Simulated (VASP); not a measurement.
# TaS2 (P-3m1) in VASP: notebook

The runs below take TaS2 through single point, with LDA, PBE, revPBE.

Program: VASP 6.6.1. These are calculated values, not measurements. Logs are shortened: lines on timing, memory, paths and dates and some standing lists are left out, and cuts for length are marked.

### Step 1. The cell of the first run

It takes space group P-3m1 (No. 164, trigonal). Conventional cell: a = 3.383 Å, b = 3.383 Å, c = 6.168 Å, α = 90.00°, β = 90.00°, γ = 120.00°. Within 3.4 Å of Ta (site symmetry -3m) lie 6 S at 2.47 Å and 6 Ta at 3.38 Å. Within 3.4 Å of S (site symmetry 3m) lie 3 Ta at 2.47 Å and 6 S at 3.38 Å.

### Step 2. Single point, LDA, collinear spin

INCAR reads:

```
SYSTEM = TaS2
PREC     = Accurate       ! precision mode
ENCUT    = 500            ! plane-wave cutoff, eV
EDIFF    = 1E-6           ! SCF threshold, eV
ISMEAR   = 0              ! smearing method
SIGMA    = 0.1            ! smearing width, eV
LREAL    = .False.        ! projectors in reciprocal space
LASPH    = .True.         ! aspherical terms in the spheres
NELM     = 200            ! most SCF steps
ALGO     = Normal         ! electronic algorithm
ISIF     = 2              ! what is computed and relaxed
LWAVE    = .False.        ! write WAVECAR
LCHARG   = .False.        ! write CHGCAR
ISPIN    = 2              ! spin polarisation
MAGMOM   = 3 0 0          ! initial moments
LORBIT   = 11             ! projections on sites
LMAXMIX  = 4              ! l up to which the mixer works
GGA      = CA             ! functional
NBANDS   = 22             ! bands
NELECT   = 21.0         
GGA_COMPAT= .False.
```

KPOINTS reads:

```
Automatic mesh
0
Gamma
  3 3 2
  0 0 0
```

POSCAR reads:

```
TaS2
1.0
    3.3828573416      0.0000000000      0.0000000000
   -1.6914286708      2.9296403952      0.0000000000
    0.0000000000      0.0000000000      6.1679785700
Ta S
1 2
Direct
    0.0000000000      0.0000000000      0.0000000000
    0.6666666667      0.3333333333      0.7542821200
    0.3333333333      0.6666666667      0.2457178800
```

Potentials or basis: VASP PAW LDA potentials, release 64 (Ta_pv, S).

Run with:

```bash
$ cat potpaw_LDA.64/Ta_pv/POTCAR potpaw_LDA.64/S/POTCAR > POTCAR
$ mpirun -np 1 vasp_std > vasp.out
```

OUTCAR:

```text
SYSTEM = TaS2
   PREC = Accurate
   ENCUT = 500
   EDIFF = 1E-6
   ISMEAR = 0
   LREAL = .False.
   LASPH = .True.
   NELM = 200
   ISIF = 2
   ISPIN = 2
   LORBIT = 11
   GGA = CA
   NELECT = 21.0

 ion  position               nearest neighbor table
   1  0.000  0.000  0.000-   2 2.47   3 2.47   3 2.47   2 2.47   2 2.47   3 2.47
   2  0.667  0.333  0.754-   1 2.47   1 2.47   1 2.47
   3  0.333  0.667  0.246-   1 2.47   1 2.47   1 2.47

  LATTYP: Found a hexagonal cell.
 ALAT       =     3.3828573416
 C/A-ratio  =     1.8233043688

  Lattice vectors:

 A1 = (   3.3828573416,   0.0000000000,   0.0000000000)
 A2 = (  -1.6914286708,   2.9296403952,   0.0000000000)
 A3 = (   0.0000000000,   0.0000000000,   6.1679785700)

Analysis of symmetry for initial positions (statically):
=====================================================================
 Subroutine PRICEL returns:
 Original cell was already a primitive cell.

 Routine SETGRP: Setting up the symmetry group for a
 hexagonal supercell.

 Subroutine GETGRP returns: Found 12 space group operations
 (whereof 12 operations were pure point group operations)
 out of a pool of 24 trial point group operations.

The static configuration has the point symmetry D_3d.

Analysis of symmetry for dynamics (positions and initial velocities):
=====================================================================
 Subroutine PRICEL returns:
 Original cell was already a primitive cell.

 Routine SETGRP: Setting up the symmetry group for a
 hexagonal supercell.

 Subroutine GETGRP returns: Found 12 space group operations
 (whereof 12 operations were pure point group operations)
 out of a pool of 24 trial point group operations.

The dynamic configuration has the point symmetry D_3d.

Analysis of structural, dynamic, and magnetic symmetry:
=====================================================================
 Subroutine PRICEL returns:
 Original cell was already a primitive cell.

 Routine SETGRP: Setting up the symmetry group for a
 hexagonal supercell.

 Subroutine GETGRP returns: Found 12 space group operations
 (whereof 12 operations were pure point group operations)
 out of a pool of 24 trial point group operations.

The overall configuration has the point symmetry D_3d.

 Subroutine INISYM returns: Found 12 space group operations
 (whereof 12 operations are pure point group operations),
 and found     1 'primitive' translations

[... 102 lines left out ...]
   GGA     = CA    functional components
   LHFCALC =     F    Hartree Fock is set to
   AEXX    =    0.0000 exact exchange contribution
   IVDW    =     0    specifies the selected vdW correction
   LEPSILON=     F    determine dielectric tensor
   LRPA    =     F    only Hartree local field effects (RPA)
 spin polarized calculation
 Gauss-broadening in eV      SIGMA  =   0.10
  energy-cutoff  :      500.00
  volume of cell :       61.13
 maximum number of plane-waves:      1566
 NGX is ok and might be reduce to    28
   NGX = 13   NGY = 13   NGZ = 23

 number of electron      21.0000002 magnetization       0.3446011

 Free energy of the ion-electron system (eV)
  ---------------------------------------------------
  ext. energy  EPLUGINS =         0.00000000
  ---------------------------------------------------
  free energy    TOTEN  =       -32.26806243 eV

  energy without entropy =      -32.24520764  energy(sigma->0) =      -32.25663503

 E-fermi :   2.3958     XC(G=0):  -9.9879

 val. band max:        2.3739914128   @ k =   0.3333   0.0000   0.0000
 cond. band min:       2.4523449909   @ k =   0.3333   0.0000   0.5000
 fundamental gap:      0.0783535781
 Fermi energy:         2.3958056216

 spin component 1

 k-point     1 :       0.0000    0.0000    0.0000
  band No.  band energies     occupation
      1     -31.6990      1.00000
      2     -31.5437      1.00000
      3     -31.5437      1.00000
      4     -10.2970      1.00000
      5      -8.5811      1.00000
      6      -1.8493      1.00000
[... 139 lines left out ...]
     21      15.0972      0.00000
     22      15.5323      0.00000
 Fermi energy:         2.3958056216

 spin component 2

 k-point     1 :       0.0000    0.0000    0.0000
  band No.  band energies     occupation
      1     -31.6883      1.00000
      2     -31.5212      1.00000
      3     -31.5212      1.00000
      4     -10.1761      1.00000
      5      -8.4474      1.00000
      6      -1.7878      1.00000
[... 139 lines left out ...]
     21      15.1160      0.00000
     22      15.6307      0.00000

------------------------ aborting loop because EDIFF is reached ----------------------------------------

  FORCE on cell =-STRESS in cart. coord.  units (eV):
  Direction    XX          YY          ZZ          XY          YZ          ZX
  --------------------------------------------------------------------------------------
  -------------------------------------------------------------------------------------
  Total      -20.1578859    -20.1578859    -22.2757214     -0.0000000      0.0000000     -0.0000000
  in kB     -528.3414822   -528.3414822   -583.8502966     -0.0000000      0.0000000     -0.0000000
  external PRESSURE =    -546.8444204 kB  Pullay stress =       0.0000000 kB

 VOLUME and BASIS-vectors are now :
 -----------------------------------------------------------------------------
  energy-cutoff  :      500.00
  volume of cell :       61.13
      direct lattice vectors                 reciprocal lattice vectors
     3.382857342  0.000000000  0.000000000     0.295608091  0.170669411  0.000000000
    -1.691428671  2.929640395  0.000000000     0.000000000  0.341338822  0.000000000
     0.000000000  0.000000000  6.167978570     0.000000000  0.000000000  0.162127671

 POSITION                                       TOTAL-FORCE (eV/Angst)
 -----------------------------------------------------------------------------------
      0.00000      0.00000      0.00000         0.000000      0.000000      0.000000
      1.69143      0.97655      4.65240        -0.000000      0.000000     -0.856396
     -0.00000      1.95309      1.51558         0.000000     -0.000000      0.856396
 -----------------------------------------------------------------------------------
    total drift:                                0.000000     -0.000000      0.000000

  FREE ENERGIE OF THE ION-ELECTRON SYSTEM (eV)
  ---------------------------------------------------
  free  energy   TOTEN  =       -32.2680624305 eV

  energy  without entropy=      -32.2452076361  energy(sigma->0) =      -32.25663503

 total charge

# of ion       s       p       d       tot
------------------------------------------
    1        0.292   6.195   1.891   8.378
    2        1.367   2.075   0.000   3.442
    3        1.367   2.075   0.000   3.442
--------------------------------------------------
tot          3.026  10.345   1.891  15.262

 magnetization (x)

# of ion       s       p       d       tot
------------------------------------------
    1       -0.001   0.013   0.021   0.033
    2        0.002   0.093   0.000   0.094
    3        0.002   0.093   0.000   0.094
--------------------------------------------------
tot          0.003   0.198   0.021   0.222
```

OSZICAR:

```text
N       E                     dE             d eps       ncg     rms          rms(c)
DAV:   1     0.124316283577E+03    0.12432E+03   -0.98092E+03   528   0.837E+02
DAV:   2    -0.270658835870E+02   -0.15138E+03   -0.14662E+03   646   0.236E+02
DAV:   3    -0.334898566381E+02   -0.64240E+01   -0.63689E+01   690   0.450E+01
DAV:   4    -0.335626612260E+02   -0.72805E-01   -0.72785E-01   628   0.530E+00
DAV:   5    -0.335639741575E+02   -0.13129E-02   -0.13128E-02   732   0.714E-01    0.212E+01
DAV:   6    -0.322233656554E+02    0.13406E+01   -0.63270E+00   608   0.140E+01    0.960E+00
DAV:   7    -0.323077452868E+02   -0.84380E-01   -0.55362E-01   588   0.395E+00    0.488E+00
DAV:   8    -0.322792974296E+02    0.28448E-01   -0.20149E-01   674   0.227E+00    0.166E+00
DAV:   9    -0.322678032138E+02    0.11494E-01   -0.14138E-02   684   0.643E-01    0.730E-01
DAV:  10    -0.322679556116E+02   -0.15240E-03   -0.27426E-03   650   0.310E-01    0.281E-01
DAV:  11    -0.322681937366E+02   -0.23812E-03   -0.11916E-03   686   0.193E-01    0.153E-01
DAV:  12    -0.322680074128E+02    0.18632E-03   -0.14466E-04   654   0.686E-02    0.601E-02
DAV:  13    -0.322680431375E+02   -0.35725E-04   -0.27513E-05   690   0.260E-02    0.239E-02
DAV:  14    -0.322680602764E+02   -0.17139E-04   -0.11765E-05   660   0.170E-02    0.603E-03
DAV:  15    -0.322680617329E+02   -0.14564E-05   -0.92637E-07   478   0.490E-03    0.393E-03
DAV:  16    -0.322680624305E+02   -0.69768E-06   -0.42432E-07   444   0.323E-03
   1 F= -.32268062E+02 E0= -.32256635E+02  d E =-.228548E-01  mag=     0.3462
```

stdout:

```text
POSCAR found type information on POSCAR TaS
 POSCAR found :  2 types and       3 ions
 scaLAPACK will be used
 LDA part: xc-table for (Slater(with rela. corr.)+CA(PZ))
 , standard interpolation
 POSCAR, INCAR and KPOINTS ok, starting setup
 FFT: planning ... GRIDC
 FFT: planning ... GRID_SOFT
 FFT: planning ... GRID
 WAVECAR not read
 entering main loop
 the old and the new charge density differ
 old charge density:    23.00000 new   21.00000
    0.212E+01
```

Wall time 15 s (1 thread of Intel Xeon 6975P-C (Granite Rapids), shared host); peak memory 0.16 GiB.

Results:

```
Free energy                                           : -32.2681 eV
Largest force                                         : 0.856 eV/Å
Net moment                                            : 0.34 μB per cell
Site moments                                          : Ta +0.03; S +0.09 μB
Valence electrons inside the program's atomic spheres : Ta 8.38; S 3.44
```

Forces on the atoms (eV/Å):
```
Ta   0.000  0.000  0.000
S    0.000  0.000 -0.856
S    0.000  0.000  0.856
```

Caveat: the k points lie up to 0.71 Å⁻¹ apart; the cell carries a net charge on a neutralising background, which shifts energy and pressure; the cell is charged against a uniform background, so pressure and absolute levels hang on convention; spin-orbit coupling is left out, which moves the levels of the heavy elements.

[end of part 1 of 2]
